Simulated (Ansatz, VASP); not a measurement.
# One calculation of Li2Si2Au3, two programs

```
Li Si Au
1.0
     4.30627    0.00000    0.00000
     0.00000    4.30627    0.00000
     0.00000    0.00000    6.20385
Li Si Au
2 2 3
Direct
  0.50000 0.00000 0.77153
  0.00000 0.50000 0.22847
  0.00000 0.50000 0.75547
  0.50000 0.00000 0.24453
  0.50000 0.50000 0.50000
  0.50000 0.50000 0.00000
  0.00000 0.00000 0.50000
```

Alike in both runs: task single point; functional PBE; k mesh 6 × 6 × 4; occupations gaussian, width 0.2 eV; no spin polarisation.

|  | VASP | Ansatz |
| --- | --- | --- |
| version | VASP 6.6.1 | Ansatz 0.2.0 |
| potentials or method | VASP PAW PBE potentials, release 64 (Li_sv, Si, Au), cutoff 520 eV | scalar-relativistic, plane waves, PAW |
| valence electrons in the cell | 47 | 71 |

|  | VASP | Ansatz | Ansatz less VASP |
| --- | --- | --- | --- |
| gap on the k mesh at the Fermi level (eV) | none | none | - |
| rms of the force components (eV/Å) | 0.006 | 0.009 | +0.0028 |

Atom by atom the forces differ by 0.003 eV/Å (rms over components). A gap of «none» marks a metal or a gap that the smearing closes. VASP's potentials hold 47 valence electrons a cell and Ansatz's 71, so a difference there can come from the potentials and not from the codes.

Spin-orbit coupling is off throughout. Noted on VASP's run: the cutoff is short for stress, so the pressure is rough.
